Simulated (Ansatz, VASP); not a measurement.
# Al3SiNO in VASP and in Ansatz

```
Al Si N O
1.0
     2.66630    1.53939    2.93714
    -2.66630    1.53939    2.93714
     0.00000   -3.07878    2.93714
Al Si N O
3 1 1 1
Direct
  0.16430 0.65385 0.65385
  0.65385 0.16430 0.65385
  0.65385 0.65385 0.16430
  0.16250 0.16250 0.16250
  0.66698 0.66698 0.66698
  0.94852 0.94852 0.94852
```

Change from the starting cell: species swapped into the ZrScMnNi3 type (R3m, No. 160).

Alike in both runs: functional PBE; k mesh 6 × 6 × 6; occupations gaussian, width 0.1 eV; no spin polarisation.

Ansatz relaxed the structure, and its values are those at the end. VASP's run is a single point on that final structure, the one shown.

|  | VASP | Ansatz |
| --- | --- | --- |
| version | VASP 6.6.1 | Ansatz 0.2.0 |
| potentials or method | VASP PAW PBE potentials, release 64 (Al, Si, N, O), cutoff 520 eV | scalar-relativistic, plane waves, PAW |
| valence electrons in the cell | 24 | 24 |

Ansatz gave:

```
gap on the k mesh at the Fermi level (eV) : none
pressure (GPa)                            : 0.0
rms of the force components (eV/Å)        : 0.002
```

Task: Estimate VASP's values.

Result: gap on the k mesh at the Fermi level (eV): none; pressure (GPa): -0.1; rms of the force components (eV/Å): 0.003.

A gap of «none» marks a metal or a gap that the smearing closes.
